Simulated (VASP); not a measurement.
## Hf: single point with LDA

Hf:

```xyz
2
Lattice="3.1180 0.0000 0.0000 -1.5590 2.7003 0.0000 0.0000 0.0000 4.9467" Properties=species:S:1:pos:R:3 pbc="T T T"
Hf    0.0000    1.8002    1.2367
Hf    1.5590    0.9001    3.7101
```

```
Program                : VASP 6.6.1
Task                   : single point
Functional             : LDA
Potentials or basis    : VASP PAW LDA potentials, release 64 (Hf_pv)
Cutoff                 : 520 eV
k mesh                 : 12 × 12 × 8
Occupations            : gaussian, width 0.1 eV
Spin                   : no spin polarisation
Dipole correction      : no
Further INCAR settings : ALGO = Normal; EDIFF = 1e-06; NBANDS = 17
```

- Pressure: 0.1 GPa
- Band gap on the k mesh: zero (band 10 reaches 6.43 eV, above the bottom of band 11 at 5.03 eV)

Levels at points of the mesh, in eV from the Fermi level:
```
           k point  band 6  band 7  band 8  band 9  band 10  band 11  band 12  band 13  band 14  band 15
(0.00, 0.00, 0.00)  -29.80   -7.57   -3.95    1.04     1.11     1.11     1.39     2.00     2.00     2.70
(0.50, 0.00, 0.00)  -29.92   -3.46   -3.05   -2.48    -0.57     0.70     0.93     1.76     6.29     6.85
(0.00, 0.00, 0.50)  -29.89   -5.46   -5.46    0.09     0.09     1.00     1.00     1.00     1.00     5.05
(0.50, 0.00, 0.50)  -30.06   -3.65   -3.65   -1.17    -1.17     1.54     1.54     2.74     2.74     6.51
```

It took 23 s on 1 thread of AMD EPYC 9R45 96-Core Processor (Zen 5), with other jobs on the host, peak memory 0.15 GiB.

Caveat: spin-orbit coupling is left out, which moves the levels of the heavy elements.
